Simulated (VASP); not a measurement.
Wanted: the native input for a VASP 6.6.1 run.

| Item | Value |
| --- | --- |
| Task | relaxation of cell and atoms |
| Functional | PBE |
| Potentials or basis | VASP PAW PBE potentials, release 64 (Co, Si) |
| Cutoff | 600 eV |
| k mesh | 6 × 6 × 6 |
| Occupations | gaussian, width 0.1 eV |
| Spin | collinear spin, ferromagnetic start |
| Starting moments | [0.86, 0.86, 0.0] μB |
| Dipole correction | no |
| Further INCAR settings | ALGO = Normal; EDIFF = 1e-07; IBRION = 2; EDIFFG = -0.04; NSW = 90; ISIF = 3 |

The structure of Co2Si lies in POSCAR:

```
Co2Si
1.0
    3.2354147094      0.0000000000      0.0000000000
   -1.6177073547      2.8019513301      0.0000000000
    0.0000000000      0.0000000000      3.4933879753
Co Si
2 1
Direct
    0.3333333333      0.6666666667      0.5000000000
    0.6666666667      0.3333333333      0.5000000000
    0.0000000000      0.0000000000      0.0000000000
```

These files were run (other wordings do the same):

INCAR

```
SYSTEM = Co2Si
PREC     = Accurate       ! precision mode
ENCUT    = 600            ! plane-wave cutoff, eV
EDIFF    = 1E-7           ! SCF threshold, eV
ISMEAR   = 0              ! smearing method
SIGMA    = 0.1            ! smearing width, eV
LREAL    = .False.        ! projectors in reciprocal space
LASPH    = .True.         ! aspherical terms in the spheres
NELM     = 200            ! most SCF steps
ALGO     = Normal         ! electronic algorithm
ISIF     = 3              ! what is computed and relaxed
LWAVE    = .False.        ! write WAVECAR
LCHARG   = .False.        ! write CHGCAR
ISPIN    = 2              ! spin polarisation
MAGMOM   = 0.86 0.86 0    ! initial moments
LORBIT   = 11             ! projections on sites
LMAXMIX  = 4              ! l up to which the mixer works
GGA      = PE             ! functional
IBRION   = 2              ! ionic algorithm
NSW      = 90             ! ionic steps
EDIFFG   = -0.04          ! ionic threshold
GGA_COMPAT= .False.      
NELMIN   = 4
```

KPOINTS

```
regular mesh
0
Gamma
  6 6 6
  0 0 0
```

Potentials or basis: VASP PAW PBE potentials, release 64 (Co, Si).

The run is started by

```bash
$ cat potpaw_PBE.64/Co/POTCAR potpaw_PBE.64/Si/POTCAR > POTCAR
$ mpirun -np 1 vasp_std > vasp.out
```

Results of the run:

```json
{
 "Relaxed volume": "10.89 Å³/atom",
 "Relaxed cell": "a = 3.863 Å, b = 3.863 Å, c = 2.529 Å, α = 90.00°, β = 90.00°, γ = 120.00°",
 "Space group after relaxing (to 0.05 Å)": "P6/mmm (No. 191)",
 "Energy gained by relaxing": "1312.2 meV/atom",
 "Ionic steps": "12",
 "Pressure after relaxing": "-0.2 GPa",
 "Band gap on the k mesh": "zero (filled and empty bands overlap)",
 "Net moment": "0.00 μB per cell",
 "Valence electrons inside the program's atomic spheres": "Co 8.51; Si 1.53"
}
```

Caveat: the k points lie up to 0.41 Å⁻¹ apart in the final cell.

Wall time 5.2 min on 1 thread of AMD EPYC 9R45 96-Core Processor (Zen 5) (shared host), peak memory 0.17 GiB.
